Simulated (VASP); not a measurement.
Write the native input for VASP 6.6.1 that does the following.

| Quantity | Value |
| --- | --- |
| Task | single point |
| Functional | PBE |
| Potentials or basis | VASP PAW PBE potentials, release 64 (Pd) |
| Cutoff | 520 eV |
| k mesh | 10 × 10 × 10 |
| Occupations | fermi-dirac, width 0.05 eV |
| Spin | no spin polarisation |
| Dipole correction | no |
| Further INCAR settings | ALGO = Normal; EDIFF = 1e-07; NBANDS = 11 |

The structure of Pd lies in POSCAR:

```
Pd
1.0
    0.0000000000      1.9075700000      1.9465000000
    1.9075700000      0.0000000000      1.9465000000
    1.9075700000      1.9075700000      0.0000000000
Pd
1
Direct
    0.0000000000      0.0000000000      0.0000000000
```

The input as run:

INCAR

```
SYSTEM = Pd
PREC = Accurate
ENCUT = 520
EDIFF = 1E-7
ISMEAR = -1
SIGMA = 0.05
LREAL = .FALSE.
LASPH = .TRUE.
NELM = 60
ALGO = Normal
ISIF = 2
LWAVE = .FALSE.
LCHARG = .TRUE.
GGA = PE
LELF = .TRUE.
LVHAR = .TRUE.
NBANDS = 11
```

KPOINTS

```
Automatic mesh
0
G
  10 10 10
  0 0 0
```

Potentials or basis: VASP PAW PBE potentials, release 64 (Pd).

Run with:

```bash
$ cat potpaw_PBE.64/Pd/POTCAR > POTCAR
$ mpirun -np 1 vasp_std > vasp.out
```

Results of the run:

- Pressure: 15.9 GPa
- Band gap on the k mesh: zero (band 5 reaches 10.89 eV, above the bottom of band 6 at 9.22 eV)

Run time: 12 s on 1 thread of AMD EPYC 7R43 64-Core Processor (Zen 3) (shared host), peak memory 0.1 GiB.
